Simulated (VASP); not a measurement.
Here is a VASP 6.6.1 calculation.

File INCAR:

```
SYSTEM = Bi2Se3
  ALGO = Normal
  EDIFF = 1E-7
  ENCUT = 520
  GGA = RP
  ISIF = 2
  ISMEAR = -1
  LASPH = .True.
  LCHARG = .False.
  LREAL = .False.
  LWAVE = .False.
  NBANDS = 32
  NELM = 80
  PREC = Accurate
  SIGMA = 0.05
```

KPOINTS

```
k-points
0
Gamma
  8 8 8
  0 0 0
```

Contents of POSCAR:

```
Bi2Se3
1.0
    2.0852189429      1.2039017179      9.6085493036
   -2.0852189429      1.2039017179      9.6085493036
    0.0000000000     -2.4078034360      9.6085493036
Bi Se
2 3
Direct
    0.5992000000      0.5992000000      0.5992000000
    0.4008000000      0.4008000000      0.4008000000
    0.7883000000      0.7883000000      0.7883000000
    0.2117000000      0.2117000000      0.2117000000
    0.0000000000      0.0000000000      0.0000000000
```

Potentials or basis: VASP PAW PBE potentials, release 64 (Bi_d, Se).

Launch:

```bash
$ cat potpaw_PBE.64/Bi_d/POTCAR potpaw_PBE.64/Se/POTCAR > POTCAR
$ mpirun -np 1 vasp_std > vasp.out
```

(1) Estimate the pressure.

(2) What does it give for the band gap on the k mesh?

(3) What does it give for the largest force?

Results:

(1) 2.9 GPa.

(2) 0.31 eV, direct.

(3) 0.109 eV/Å.

Caveat: the PAW data sets were made with another functional, which shifts forces and pressure a little; spin-orbit coupling is left out, which moves the levels of the heavy elements.
